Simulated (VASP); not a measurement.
# Ga2O3 (R-3c) in VASP: notebook, part 2 of 2

VASP 6.6.1.

## Step 3: Single point, r2SCAN (strain +2.0%)

Input file POSCAR:

```
Ga2O3
1.0
    2.5421049389      1.4676849708      4.5702569001
   -2.5421049389      1.4676849708      4.5702569001
    0.0000000000     -2.9353699416      4.5702569001
Ga O
4 6
Direct
    0.8554620326      0.8554620326      0.8554620326
    0.3554620326      0.3554620326      0.3554620326
    0.1445379674      0.1445379674      0.1445379674
    0.6445379674      0.6445379674      0.6445379674
    0.4464577593      0.0535422407      0.7500000000
    0.0535422407      0.7500000000      0.4464577593
    0.5535422407      0.9464577593      0.2500000000
    0.2500000000      0.5535422407      0.9464577593
    0.9464577593      0.2500000000      0.5535422407
    0.7500000000      0.4464577593      0.0535422407
```

Input file INCAR.step1:

```
SYSTEM = Ga2O3
  PREC = Accurate
  ENCUT = 520
  ISMEAR = 0
  SIGMA = 0.01
  LREAL = .False.
  LASPH = .True.
  NELM = 80
  NBANDS = 55
  GGA = PE
  ALGO = Normal
  EDIFF = 1E-4
  LWAVE = .True.
  LCHARG = .False.
```

Input file INCAR.step2:

```
SYSTEM = Ga2O3
  PREC = Accurate
  ENCUT = 520
  EDIFF = 1E-6
  ISMEAR = 0
  SIGMA = 0.01
  LREAL = .False.
  LASPH = .True.
  NELM = 80
  ALGO = Normal
  ISIF = 2
  LWAVE = .False.
  LCHARG = .False.
  METAGGA = R2SCAN
  LMIXTAU = .True.
  NBANDS = 55
  ISTART = 1
```

Input file KPOINTS:

```
regular mesh
0
Gamma
  6 6 6
  0 0 0
```

Potentials or basis: VASP PAW PBE potentials, release 64 (Ga_d, O).

The run is started by

```bash
cat potpaw_PBE.64/Ga_d/POTCAR potpaw_PBE.64/O/POTCAR > POTCAR
cp INCAR.step1 INCAR
mpirun -np 1 vasp_std > vasp.out
cp INCAR.step2 INCAR
mpirun -np 1 vasp_std > vasp.out
```

OUTCAR:

```text
SYSTEM = Ga2O3
   PREC = Accurate
   ENCUT = 520
   EDIFF = 1E-6
   ISMEAR = 0
   LREAL = .False.
   LASPH = .True.
   NELM = 80
   ISIF = 2
   METAGGA = R2SCAN
   ISTART = 1

 ion  position               nearest neighbor table
   1  0.855  0.855  0.855-   8 1.96   7 1.96   9 1.96   5 2.11   6 2.11  10 2.11   4 2.89
   2  0.355  0.355  0.355-   6 1.96   5 1.96  10 1.96   7 2.11   9 2.11   8 2.11   3 2.89
   3  0.145  0.145  0.145-  10 1.96   5 1.96   6 1.96   7 2.11   9 2.11   8 2.11   2 2.89
   4  0.645  0.645  0.645-   9 1.96   7 1.96   8 1.96   5 2.11   6 2.11  10 2.11   1 2.89
   5  0.446  0.054  0.750-   2 1.96   3 1.96   1 2.11   4 2.11
   6  0.054  0.750  0.446-   2 1.96   3 1.96   1 2.11   4 2.11
   7  0.554  0.946  0.250-   1 1.96   4 1.96   3 2.11   2 2.11
   8  0.250  0.554  0.946-   1 1.96   4 1.96   3 2.11   2 2.11
   9  0.946  0.250  0.554-   4 1.96   1 1.96   3 2.11   2 2.11
  10  0.750  0.446  0.054-   3 1.96   2 1.96   1 2.11   4 2.11

  LATTYP: Found a trigonal (rhomboedric) cell.
 ALAT       =     5.4317257687
 COS(alpha) =     0.5619322590

  Lattice vectors:

 A1 = (   2.5421049389,   1.4676849708,   4.5702569001)
 A2 = (  -2.5421049389,   1.4676849708,   4.5702569001)
 A3 = (   0.0000000000,  -2.9353699416,   4.5702569001)

Analysis of symmetry for initial positions (statically):
=====================================================================
 Subroutine PRICEL returns:
 Original cell was already a primitive cell.

 Routine SETGRP: Setting up the symmetry group for a
 trigonal (rhombohedral) supercell.

 Subroutine GETGRP returns: Found 12 space group operations
 (whereof  6 operations were pure point group operations)
 out of a pool of 12 trial point group operations.

The static configuration has the point symmetry S_6 .
 The point group associated with its full space group is D_3d.

Analysis of symmetry for dynamics (positions and initial velocities):
[... 155 lines left out ...]
   AEXX    =    0.0000 exact exchange contribution
   IVDW    =     0    specifies the selected vdW correction
   LEPSILON=     F    determine dielectric tensor
   LRPA    =     F    only Hartree local field effects (RPA)
 non-spin polarized calculation
 Gauss-broadening in eV      SIGMA  =   0.01
  energy-cutoff  :      520.00
  volume of cell :      102.31
 maximum number of plane-waves:      2776
   NGX = 21   NGY = 21   NGZ = 21

 number of electron      88.0000026 magnetization

 Free energy of the ion-electron system (eV)
  ---------------------------------------------------
  ext. energy  EPLUGINS =         0.00000000
  ---------------------------------------------------
  free energy    TOTEN  =      -102.15629120 eV

  energy without entropy =     -102.15629120  energy(sigma->0) =     -102.15629120

 E-fermi :   3.5718     XC(G=0): -12.7908

 val. band max:        3.5105715250   @ k =  -0.1667   0.1667   0.0000
 cond. band min:       6.4048253179   @ k =   0.0000   0.0000   0.0000
 fundamental gap:      2.8942537929
 Fermi energy:         3.5717574666

 k-point     1 :       0.0000    0.0000    0.0000
  band No.  band energies     occupation
      1     -15.9575      2.00000
      2     -14.1874      2.00000
      3     -14.1825      2.00000
      4     -14.1825      2.00000
      5     -14.1608      2.00000
      6     -14.1608      2.00000
[... 1381 lines left out ...]
     54      16.0577      0.00000
     55      16.3498      0.00000

 [... further k-points ...]

------------------------ aborting loop because EDIFF is reached ----------------------------------------

  FORCE on cell =-STRESS in cart. coord.  units (eV):
  Direction    XX          YY          ZZ          XY          YZ          ZX
  --------------------------------------------------------------------------------------
  -------------------------------------------------------------------------------------
  Total       -7.1384116     -7.1384116     -6.5184472      0.0000000      0.0000000     -0.0000000
  in kB     -111.7876897   -111.7876897   -102.0790338      0.0000000      0.0000000     -0.0000000
  external PRESSURE =    -108.5514711 kB  Pullay stress =       0.0000000 kB

 VOLUME and BASIS-vectors are now :
 -----------------------------------------------------------------------------
  energy-cutoff  :      520.00
  volume of cell :      102.31
      direct lattice vectors                 reciprocal lattice vectors
     2.542104939  1.467684971  4.570256900     0.196687396  0.113557521  0.072935360
    -2.542104939  1.467684971  4.570256900    -0.196687396  0.113557521  0.072935360
     0.000000000 -2.935369942  4.570256900     0.000000000 -0.227115042  0.072935360

 POSITION                                       TOTAL-FORCE (eV/Angst)
 -----------------------------------------------------------------------------------
      0.00000      0.00000     11.72904         0.000000     -0.000000     -0.036460
      0.00000      0.00000      4.87366         0.000000     -0.000000     -0.036460
      0.00000      0.00000      1.98173         0.000000     -0.000000      0.036460
      0.00000      0.00000      8.83711         0.000000     -0.000000      0.036460
      0.99883     -1.46768      5.71282         0.031372     -0.000000     -0.000000
     -1.77047     -0.13117      5.71282        -0.015686     -0.027169     -0.000000
     -0.99883      1.46768      7.99795        -0.031372     -0.000000     -0.000000
     -0.77164     -1.59886      7.99795         0.015686     -0.027169     -0.000000
      1.77047      0.13117      7.99795         0.015686      0.027169     -0.000000
      0.77164      1.59886      5.71282        -0.015686      0.027169     -0.000000
 -----------------------------------------------------------------------------------
    total drift:                               -0.000000     -0.000000      0.000000

  FREE ENERGIE OF THE ION-ELECTRON SYSTEM (eV)
  ---------------------------------------------------
  free  energy   TOTEN  =      -102.1562911992 eV

  energy  without entropy=     -102.1562911992  energy(sigma->0) =     -102.15629120
```

OUTCAR.step1:

```text
SYSTEM = Ga2O3
   PREC = Accurate
   ENCUT = 520
   ISMEAR = 0
   LREAL = .False.
   LASPH = .True.
[... 1647 lines left out ...]
     -0.77164     -1.59886      7.99795         0.014924     -0.025849     -0.000000
      1.77047      0.13117      7.99795         0.014924      0.025849     -0.000000
      0.77164      1.59886      5.71282        -0.014924      0.025849     -0.000000
 -----------------------------------------------------------------------------------
    total drift:                               -0.000000     -0.000000      0.000000

  FREE ENERGIE OF THE ION-ELECTRON SYSTEM (eV)
  ---------------------------------------------------
  free  energy   TOTEN  =       -59.3870539575 eV

  energy  without entropy=      -59.3870539575  energy(sigma->0) =      -59.38705396
```

Wall time 6.6 min (1 thread of Intel Xeon 6975P-C (Granite Rapids), shared host); peak memory 0.33 GiB.

What came out:

```
Free energy            : -102.1563 eV
Pressure               : -10.9 GPa
Largest force          : 0.036 eV/Å
Band gap on the k mesh : 2.89 eV (least direct gap 3.12 eV)
```

Forces in eV/Å, atoms in the order of the input:
```
Ga   0.000  0.000 -0.036
Ga   0.000  0.000 -0.036
Ga   0.000  0.000  0.036
Ga   0.000  0.000  0.036
O    0.031  0.000  0.000
O   -0.016 -0.027  0.000
O   -0.031  0.000  0.000
O    0.016 -0.027  0.000
O    0.016  0.027  0.000
O   -0.016  0.027  0.000
```

Stress tensor (GPa, compression positive):
```
-11.18   0.00   0.00
  0.00 -11.18   0.00
  0.00   0.00 -10.21
```

Levels at points of the mesh, in eV from the valence-band top:
```tsv
k point	band 40	band 41	band 42	band 43	band 44	band 45	band 46	band 47	band 48	band 49
(0.00, 0.00, 0.00)	-0.32	-0.32	-0.30	-0.23	-0.23	2.89	6.90	7.22	9.16	10.56
(0.50, 0.00, 0.00)	-1.15	-0.92	-0.92	-0.15	-0.15	6.58	6.58	6.97	6.97	10.33
(0.50, 0.50, 0.00)	-0.96	-0.82	-0.69	-0.26	-0.15	6.69	6.91	7.85	7.87	9.18
(0.50, 0.50, 0.50)	-1.41	-0.29	-0.29	-0.29	-0.29	6.02	6.02	8.11	8.11	9.87
```

Caveat: the cell differs from its parent crystal (strain +2.0%); the cell stands under tension; the PAW data sets were made with another functional, which shifts forces and pressure a little.
